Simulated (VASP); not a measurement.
# Zr (P6_3/mmc) in VASP: a series of runs

Runs on Zr. Level: PBEsol. Tasks: single point, relaxation of cell and atoms.

Program: VASP 6.6.1. These are calculated values, not measurements. Logs are shortened: lines on timing, memory, paths and dates and some standing lists are left out, and cuts for length are marked.

## 1. The cell of the first run

The structure is hexagonal, space group P6_3/mmc (No. 194). Conventional cell: a = 3.197 Å, b = 3.197 Å, c = 5.083 Å, α = 90.00°, β = 90.00°, γ = 120.00°. Zr (site symmetry -6m2) has 12 Zr at 3.14 to 3.20 Å within 4.1 Å.

## 2. Single point, PBEsol

The input, INCAR:

```
  PREC = Accurate
  ENCUT = 520
  EDIFF = 1E-6
  ISMEAR = 0
  SIGMA = 0.05
  LREAL = False
  LASPH = True
  NELM = 80
  ALGO = Normal
  ISIF = 2
  LWAVE = False
  LCHARG = False
  GGA = PS
  NBANDS = 19
```

The input, KPOINTS:

```
regular mesh
0
Gamma
  7 7 4
```

The input, POSCAR:

```
Zr
1.0
    3.1972467261      0.0000000000      0.0000000000
   -1.5986233631      2.7688968870      0.0000000000
    0.0000000000      0.0000000000      5.0833788678
Zr
2
Direct
    0.3333333333      0.6666666667      0.2500000000
    0.6666666667      0.3333333333      0.7500000000
```

Potentials or basis: VASP PAW PBE potentials, release 64 (Zr_sv).

The run is started by

```console
$ cat potpaw_PBE.64/Zr_sv/POTCAR > POTCAR
$ mpirun -np 1 vasp_std > vasp.out
```

OUTCAR:

```text
PREC = Accurate
   ENCUT = 520
   EDIFF = 1E-6
   ISMEAR = 0
   LREAL = False
   LASPH = True
   NELM = 80
   ISIF = 2
   GGA = PS

 ion  position               nearest neighbor table
   1  0.333  0.667  0.250-   2 3.14   2 3.14   2 3.14   2 3.14   2 3.14   2 3.14
   2  0.667  0.333  0.750-   1 3.14   1 3.14   1 3.14   1 3.14   1 3.14   1 3.14

  LATTYP: Found a hexagonal cell.
 ALAT       =     3.1972467261
 C/A-ratio  =     1.5899238636

  Lattice vectors:

 A1 = (   3.1972467261,   0.0000000000,   0.0000000000)
 A2 = (  -1.5986233631,   2.7688968870,   0.0000000000)
 A3 = (   0.0000000000,   0.0000000000,   5.0833788678)

Analysis of symmetry for initial positions (statically):
=====================================================================
 Subroutine PRICEL returns:
 Original cell was already a primitive cell.

 Routine SETGRP: Setting up the symmetry group for a
 hexagonal supercell.

 Subroutine GETGRP returns: Found 24 space group operations
 (whereof 12 operations were pure point group operations)
 out of a pool of 24 trial point group operations.

The static configuration has the point symmetry D_3d.
 The point group associated with its full space group is D_6h.

Analysis of symmetry for dynamics (positions and initial velocities):
=====================================================================
 Subroutine PRICEL returns:
 Original cell was already a primitive cell.

 Routine SETGRP: Setting up the symmetry group for a
 hexagonal supercell.

 Subroutine GETGRP returns: Found 24 space group operations
 (whereof 12 operations were pure point group operations)
 out of a pool of 24 trial point group operations.

The dynamic configuration has the point symmetry D_3d.
 The point group associated with its full space group is D_6h.

 Subroutine INISYM returns: Found 24 space group operations
 (whereof 12 operations are pure point group operations),
 and found     1 'primitive' translations

----------------------------------------------------------------------------------------

                                     Primitive cell

  volume of cell :      45.0024
[... 79 lines left out ...]
   PREC   = accura    normal or accurate (medium, high low for compatibility)
   ISTART =      0    job   : 0-new  1-cont  2-samecut
   ICHARG =      2    charge: 1-file 2-atom 10-const
   ISPIN  =      1    spin polarized calculation?
   LNONCOLLINEAR =      F non collinear calculations
   LSORBIT =      F    spin-orbit coupling
   LASPH  =      T    aspherical Exc in radial PAW
   ENCUT  =  520.0 eV  38.22 Ry    6.18 a.u.   5.94  5.94  9.45*2*pi/ulx,y,z
   NELM   =     80;   NELMIN=  2; NELMDL= -5     # of ELM steps
   EDIFF  = 0.1E-05   stopping-criterion for ELM
   LREAL  =      F    real-space projection
   EDIFFG = 0.1E-04   stopping-criterion for IOM
   NSW    =      0    number of steps for IOM
   IBRION =     -1    ionic relax: 0-MD 1-quasi-New 2-CG
   NFREE  =      0    steps in history (QN), initial steepest desc. (CG)
   ISIF   =      2    stress and relaxation
   ISYM   =      2    0-nonsym 1-usesym 2-fastsym
   POTIM  = 0.5000    time-step for ionic-motion
   TEBEG  =    0.0;   TEEND  =   0.0 temperature during run
   PSTRESS=    0.0 pullay stress
   NELECT =      24.0000    total number of electrons
   NUPDOWN=      -1.0000    fix difference up-down
   EMIN   =  10.00;   EMAX   =-10.00  energy-range for DOS
   EFERMI =   0.00;   METHOD = LEGACY
   ISMEAR =     0;   SIGMA  =   0.05  broadening in eV -4-tet -1-fermi 0-gaus
   EFERMI_NEDOS =   21; number of points for ismear=-14 and -15
   IALGO  =     38    algorithm
   IMIX   =      4    mixing-type and parameters
     AMIX     =   0.40;   BMIX     =  1.00
     AMIX_MAG =   1.60;   BMIX_MAG =  1.00
  volume/ion in A,a.u.               =      22.50       151.85
  Fermi-wavevector in a.u.,A,eV,Ry     =   1.327599  2.508798 23.980512  1.762518
  Thomas-Fermi vector in A             =   2.456899
   LORBIT       =      0    0 simple, 1 ext, 2 COOP (PROOUT), +10 PAW based schemes
   GGA     = PS    functional components
   LHFCALC =     F    Hartree Fock is set to
   AEXX    =    0.0000 exact exchange contribution
   IVDW    =     0    specifies the selected vdW correction
   LEPSILON=     F    determine dielectric tensor
   LRPA    =     F    only Hartree local field effects (RPA)
 non-spin polarized calculation
 Gauss-broadening in eV      SIGMA  =   0.05
  energy-cutoff  :      520.00
  volume of cell :       45.00
 maximum number of plane-waves:      1228
 NGX is ok and might be reduce to    24
   NGX = 11   NGY = 11   NGZ = 19

 number of electron      24.0000000 magnetization

 Free energy of the ion-electron system (eV)
  ---------------------------------------------------
  ext. energy  EPLUGINS =         0.00000000
  ---------------------------------------------------
  free energy    TOTEN  =       -18.15424101 eV

  energy without entropy =      -18.14926817  energy(sigma->0) =      -18.15175459

 E-fermi :   9.3237     XC(G=0): -11.3586

 val. band max:        9.2990606732   @ k =   0.0000   0.0000   0.5000
 cond. band min:       9.3254508778   @ k =   0.1429  -0.0000   0.2500
 fundamental gap:      0.0263902046
 Fermi energy:         9.3236937438

 k-point     1 :       0.0000    0.0000    0.0000
  band No.  band energies     occupation
      1     -39.4224      2.00000
      2     -39.2414      2.00000
      3     -18.0479      2.00000
      4     -17.0633      2.00000
      5     -17.0633      2.00000
      6     -16.9102      2.00000
[... 505 lines left out ...]
      6     -17.4601      2.00000
[... 11 lines left out ...]
     18      14.0382      0.00000
     19      16.7905      0.00000

------------------------ aborting loop because EDIFF is reached ----------------------------------------

  FORCE on cell =-STRESS in cart. coord.  units (eV):
  Direction    XX          YY          ZZ          XY          YZ          ZX
  --------------------------------------------------------------------------------------
  -------------------------------------------------------------------------------------
  Total        0.0241192      0.0241192      0.0046198     -0.0000000     -0.0000000      0.0000000
  in kB        0.8586916      0.8586916      0.1644751     -0.0000000     -0.0000000      0.0000000
  external PRESSURE =       0.6272861 kB  Pullay stress =       0.0000000 kB

 VOLUME and BASIS-vectors are now :
 -----------------------------------------------------------------------------
  energy-cutoff  :      520.00
  volume of cell :       45.00
      direct lattice vectors                 reciprocal lattice vectors
     3.197246726  0.000000000  0.000000000     0.312769106  0.180577328  0.000000000
    -1.598623363  2.768896887  0.000000000     0.000000000  0.361154655  0.000000000
     0.000000000  0.000000000  5.083378868     0.000000000  0.000000000  0.196719549

 POSITION                                       TOTAL-FORCE (eV/Angst)
 -----------------------------------------------------------------------------------
     -0.00000      1.84593      1.27084        -0.000000      0.000000      0.000000
      1.59862      0.92297      3.81253         0.000000      0.000000      0.000000
 -----------------------------------------------------------------------------------
    total drift:                               -0.000000      0.000000     -0.000000

  FREE ENERGIE OF THE ION-ELECTRON SYSTEM (eV)
  ---------------------------------------------------
  free  energy   TOTEN  =       -18.1542410131 eV

  energy  without entropy=      -18.1492681672  energy(sigma->0) =      -18.15175459
```

OSZICAR:

```text
N       E                     dE             d eps       ncg     rms          rms(c)
DAV:   1     0.211590076551E+03    0.21159E+03   -0.13315E+04   920   0.126E+03
DAV:   2    -0.265298535620E+01   -0.21424E+03   -0.20998E+03  1047   0.367E+02
DAV:   3    -0.186109319315E+02   -0.15958E+02   -0.15860E+02  1668   0.706E+01
DAV:   4    -0.189357912289E+02   -0.32486E+00   -0.32460E+00  1073   0.108E+01
DAV:   5    -0.189438865408E+02   -0.80953E-02   -0.80943E-02  1332   0.120E+00    0.160E+01
DAV:   6    -0.182833591755E+02    0.66053E+00   -0.97600E-01   985   0.741E+00    0.644E+00
DAV:   7    -0.181498946060E+02    0.13346E+00   -0.62875E-01  1304   0.514E+00    0.115E+00
DAV:   8    -0.181541333827E+02   -0.42388E-02   -0.38350E-02  1156   0.154E+00    0.222E-01
DAV:   9    -0.181542612322E+02   -0.12785E-03   -0.11736E-03  1235   0.295E-01    0.288E-02
DAV:  10    -0.181542393006E+02    0.21932E-04   -0.35671E-05  1192   0.384E-02    0.217E-02
DAV:  11    -0.181542409439E+02   -0.16433E-05   -0.75960E-06  1019   0.297E-02    0.181E-03
DAV:  12    -0.181542410131E+02   -0.69278E-07   -0.27466E-07   567   0.374E-03
   1 F= -.18154241E+02 E0= -.18151755E+02  d E =-.497285E-02
```

stdout:

```text
POSCAR found type information on POSCAR Zr
 POSCAR found :  1 types and       2 ions
 scaLAPACK will be used
 -----------------------------------------------------------------------------
|                                                                             |
|                                                                             |
|     You enforced a specific xc type in the INCAR file but a different       |
|     I HOPE YOU KNOW WHAT YOU ARE DOING!                                     |
|                                                                             |
 -----------------------------------------------------------------------------

 LDA part: xc-table for (Slater+PW92), standard interpolation
 POSCAR, INCAR and KPOINTS ok, starting setup
 FFT: planning ... GRIDC
 FFT: planning ... GRID_SOFT
 FFT: planning ... GRID
 WAVECAR not read
 entering main loop
```

Run time: 19 s. Hardware: 1 thread of AMD EPYC 7R43 (Zen 3), shared host; peak memory 0.13 GiB.

What came out:

- Free energy: -18.1542 eV
- Pressure: 0.1 GPa
- Band gap on the k mesh: zero (band 12 reaches 10.11 eV, above the bottom of band 13 at 9.22 eV)

Caveat: the PAW data sets were made with another functional, which shifts forces and pressure a little.

## 3. Relaxation of cell and atoms, PBEsol

This run uses another cell than the first one, of 23.28 Å³/atom, 1.035 times its volume.

The input, INCAR:

```
SYSTEM = Zr
  ALGO = Normal
  EDIFF = 1E-6
  EDIFFG = -0.01
  ENCUT = 600
  GGA = PS
  IBRION = 2
  ISIF = 3
  ISMEAR = 0
  LASPH = .TRUE.
  LCHARG = .FALSE.
  LREAL = .FALSE.
  LWAVE = .FALSE.
  NELM = 60
  NSW = 80
  PREC = Accurate
  SIGMA = 0.05
```

The input, KPOINTS:

```
k-points
0
G
  7 7 4
  0 0 0
```

The input, POSCAR:

```
Zr
1.0
    3.2320000000      0.0000000000      0.0000000000
   -1.6160000000      2.7989941000      0.0000000000
    0.0000000000      0.0000000000      5.1470000000
Zr
2
Direct
    0.3333333333      0.6666666667      0.2500000000
    0.6666666667      0.3333333333      0.7500000000
```

Potentials or basis: VASP PAW PBE potentials, release 64 (Zr_sv).

The run is started by

```console
$ cat potpaw_PBE.64/Zr_sv/POTCAR > POTCAR
$ mpirun -np 1 vasp_std > vasp.out
```

OUTCAR:

```text
SYSTEM = Zr
   EDIFF = 1E-6
   EDIFFG = -0.01
   ENCUT = 600
   GGA = PS
   IBRION = 2
   ISIF = 3
   ISMEAR = 0
   LASPH = .TRUE.
   LREAL = .FALSE.
   NELM = 60
   NSW = 80
   PREC = Accurate

 ion  position               nearest neighbor table
   1  0.333  0.667  0.250-   2 3.18   2 3.18   2 3.18   2 3.18   2 3.18   2 3.18
   2  0.667  0.333  0.750-   1 3.18   1 3.18   1 3.18   1 3.18   1 3.18   1 3.18

  LATTYP: Found a hexagonal cell.
 ALAT       =     3.2320000000
 C/A-ratio  =     1.5925123762

  Lattice vectors:

 A1 = (   3.2320000000,   0.0000000000,   0.0000000000)
 A2 = (  -1.6160000000,   2.7989941000,   0.0000000000)
 A3 = (   0.0000000000,   0.0000000000,   5.1470000000)

Analysis of symmetry for initial positions (statically):
=====================================================================
 Subroutine PRICEL returns:
 Original cell was already a primitive cell.

 Routine SETGRP: Setting up the symmetry group for a
 hexagonal supercell.

 Subroutine GETGRP returns: Found 24 space group operations
 (whereof 12 operations were pure point group operations)
 out of a pool of 24 trial point group operations.

The static configuration has the point symmetry D_3d.
 The point group associated with its full space group is D_6h.

Analysis of symmetry for dynamics (positions and initial velocities):
=====================================================================
 Subroutine PRICEL returns:
 Original cell was already a primitive cell.

 Routine SETGRP: Setting up the symmetry group for a
 hexagonal supercell.

 Subroutine GETGRP returns: Found 24 space group operations
 (whereof 12 operations were pure point group operations)
 out of a pool of 24 trial point group operations.

The dynamic configuration has the point symmetry D_3d.
 The point group associated with its full space group is D_6h.
[... 103 lines left out ...]
   NFREE  =      1    steps in history (QN), initial steepest desc. (CG)
   ISIF   =      3    stress and relaxation
   ISYM   =      2    0-nonsym 1-usesym 2-fastsym
   POTIM  = 0.5000    time-step for ionic-motion
   TEBEG  =    0.0;   TEEND  =   0.0 temperature during run
   PSTRESS=    0.0 pullay stress
   NELECT =      24.0000    total number of electrons
   NUPDOWN=      -1.0000    fix difference up-down
   EMIN   =  10.00;   EMAX   =-10.00  energy-range for DOS
   EFERMI =   0.00;   METHOD = LEGACY
   ISMEAR =     0;   SIGMA  =   0.05  broadening in eV -4-tet -1-fermi 0-gaus
   EFERMI_NEDOS =   21; number of points for ismear=-14 and -15
   IALGO  =     38    algorithm
   IMIX   =      4    mixing-type and parameters
     AMIX     =   0.40;   BMIX     =  1.00
     AMIX_MAG =   1.60;   BMIX_MAG =  1.00
  volume/ion in A,a.u.               =      23.28       157.11
  Fermi-wavevector in a.u.,A,eV,Ry     =   1.312611  2.480475 23.442130  1.722948
  Thomas-Fermi vector in A             =   2.442991
   LORBIT       =      0    0 simple, 1 ext, 2 COOP (PROOUT), +10 PAW based schemes
   GGA     = PS    functional components
   LHFCALC =     F    Hartree Fock is set to
   AEXX    =    0.0000 exact exchange contribution
   IVDW    =     0    specifies the selected vdW correction
   LEPSILON=     F    determine dielectric tensor
   LRPA    =     F    only Hartree local field effects (RPA)
 conjugate gradient relaxation of ions
 non-spin polarized calculation
 Gauss-broadening in eV      SIGMA  =   0.05
  energy-cutoff  :      600.00
  volume of cell :       46.56
 maximum number of plane-waves:      1575
 NGX is ok and might be reduce to    28
   NGX = 13   NGY = 13   NGZ = 21

--------------------------------------- Ionic step        1  -------------------------------------------

 number of electron      24.0000000 magnetization

 Free energy of the ion-electron system (eV)
  ---------------------------------------------------
  ext. energy  EPLUGINS =         0.00000000
  ---------------------------------------------------
  free energy    TOTEN  =       -18.14013764 eV

  energy without entropy =      -18.13581637  energy(sigma->0) =      -18.13797701

------------------------ aborting loop because EDIFF is reached ----------------------------------------

  FORCE on cell =-STRESS in cart. coord.  units (eV):
  Direction    XX          YY          ZZ          XY          YZ          ZX
  --------------------------------------------------------------------------------------
  -------------------------------------------------------------------------------------
  Total       -0.9075277     -0.9075277     -0.9152363      0.0000000      0.0000000      0.0000000
  in kB      -31.2279146    -31.2279145    -31.4931664      0.0000000      0.0000000      0.0000000
  external PRESSURE =     -31.3163318 kB  Pullay stress =       0.0000000 kB
[... 275 lines left out ...]
--------------------------------------- Ionic step        9  -------------------------------------------

 number of electron      24.0000000 magnetization

 Free energy of the ion-electron system (eV)
  ---------------------------------------------------
  ext. energy  EPLUGINS =         0.00000000
  ---------------------------------------------------
  free energy    TOTEN  =       -18.15532566 eV

  energy without entropy =      -18.15038284  energy(sigma->0) =      -18.15285425

 E-fermi :   9.3115     XC(G=0): -11.3536

 val. band max:        9.3089601610   @ k =   0.1429  -0.0000   0.2500
 cond. band min:       9.3255734622   @ k =   0.2857   0.2857   0.2500
 fundamental gap:      0.0166133012
 Fermi energy:         9.3114885747

 k-point     1 :       0.0000    0.0000    0.0000
  band No.  band energies     occupation
      1     -39.4379      2.00000
      2     -39.2559      2.00000
      3     -18.0651      2.00000
      4     -17.0828      2.00000
      5     -17.0828      2.00000
      6     -16.9259      2.00000
[... 474 lines left out ...]
  FREE ENERGIE OF THE ION-ELECTRON SYSTEM (eV)
  ---------------------------------------------------
  free  energy   TOTEN  =       -18.1553256575 eV

  energy  without entropy=      -18.1503828361  energy(sigma->0) =      -18.15285425

 reached required accuracy - stopping structural energy minimisation
```

Run time: 1.7 min. Hardware: 1 thread of AMD EPYC 7R43 (Zen 3), shared host; peak memory 0.16 GiB.

Results:

```
Free energy                            : -18.1553 eV
Relaxed volume                         : 22.53 Å³/atom
Relaxed cell                           : a = 3.201 Å, b = 3.201 Å, c = 5.077 Å, α = 90.00°, β = 90.00°, γ = 120.00°
Space group after relaxing (to 0.05 Å) : P6_3/mmc (No. 194)
Energy gained by relaxing              : 7.6 meV/atom
Ionic steps                            : 9
Pressure after relaxing                : 0.0 GPa
Band gap on the k mesh                 : zero (band 12 reaches 10.09 eV, above the bottom of band 13 at 9.21 eV)
```

The path:
| step | energy change (eV) | largest force (eV/Å) | pressure (GPa) | volume (Å³) |
| --- | --- | --- | --- | --- |
| 1 | 0.0000 | 0.0000 | -3.13 | 46.56 |
| 2 | 0.0006 | 0.0000 | 3.48 | 43.56 |
| 3 | -0.0152 | 0.0000 | -0.02 | 45.05 |
| 4 | -0.0152 | 0.0000 | 0.04 | 45.02 |
| 5 | -0.0152 | 0.0000 | -0.03 | 45.06 |
| 6 | -0.0152 | 0.0000 | -0.04 | 45.07 |
| 7 | -0.0152 | 0.0000 | -0.07 | 45.09 |
| 8 | -0.0152 | 0.0000 | -0.09 | 45.08 |
| 9 | -0.0152 | 0.0000 | -0.04 | 45.05 |

Final structure:
```yaml
crystal:
  lattice:
    - [3.20106, 0.00000, 0.00000]
    - [-1.60053, 2.77220, 0.00000]
    - [0.00000, 0.00000, 5.07676]
  atoms:
    - { symbol: Zr, position: [0.33333, 0.66667, 0.25000] }
    - { symbol: Zr, position: [0.66667, 0.33333, 0.75000] }
```

Caveat: the PAW data sets were made with another functional, which shifts forces and pressure a little.
